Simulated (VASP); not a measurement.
TiTe2:

```xyz
3
Lattice="3.8063 0.0000 0.0000 -1.9032 3.2964 0.0000 0.0000 0.0000 6.9664" Properties=species:S:1:pos:R:3 pbc="T T T"
Ti    0.0000    0.0000    0.0000
Te    1.9032    1.0988    1.7476
Te    0.0000    2.1976    5.2188
```

This cell differs from its parent crystal: volume scaled by 1.03.

| Property | Result |
| --- | --- |
| Program | VASP 6.6.1 |
| Task | relaxation of shape and atoms at fixed volume |
| Functional | PBE |
| Potentials or basis | VASP PAW PBE potentials, release 64 (Ti_sv, Te) |
| Cutoff | 600 eV |
| k mesh | 12 × 12 × 8 |
| Occupations | gaussian, width 0.1 eV |
| Spin | no spin polarisation |

At the start: pressure -1.6 GPa; volume 29.14 Å³/atom.

**Question.** How do energy, volume and symmetry change on relaxing?

**Answer.** Over 6 steps the energy falls by 3.8 meV/atom; space group P-3m1 (No. 164, to 0.05 Å).

The path:
| step | energy change (eV) | largest force (eV/Å) | pressure (GPa) | volume (Å³) |
| --- | --- | --- | --- | --- |
| 1 | 0.0000 | 0.2436 | -1.62 | 87.41 |
| 2 | -0.0046 | 0.1466 | -1.26 | 87.41 |
| 3 | -0.0071 | 0.0200 | -0.78 | 87.41 |
| 4 | -0.0071 | 0.0042 | -0.72 | 87.41 |
| 5 | -0.0089 | 0.0014 | -0.58 | 87.41 |
| 6 | -0.0115 | 0.0029 | -0.20 | 87.41 |

Final structure:
```
Ti Te
1.0
     3.76948    0.00000    0.00000
    -1.88474    3.26447    0.00000
     0.00000    0.00000    7.10335
Ti Te
1 2
Cartesian
  0.0000 0.0000 0.0000
  1.8847 1.0882 1.7349
  0.0000 2.1763 5.3685
```

Caveat: the cell differs from its parent crystal (volume scaled by 1.03); this functional lacks dispersion, which binds the layers, so the pressure and a relaxed spacing across them are unreliable.
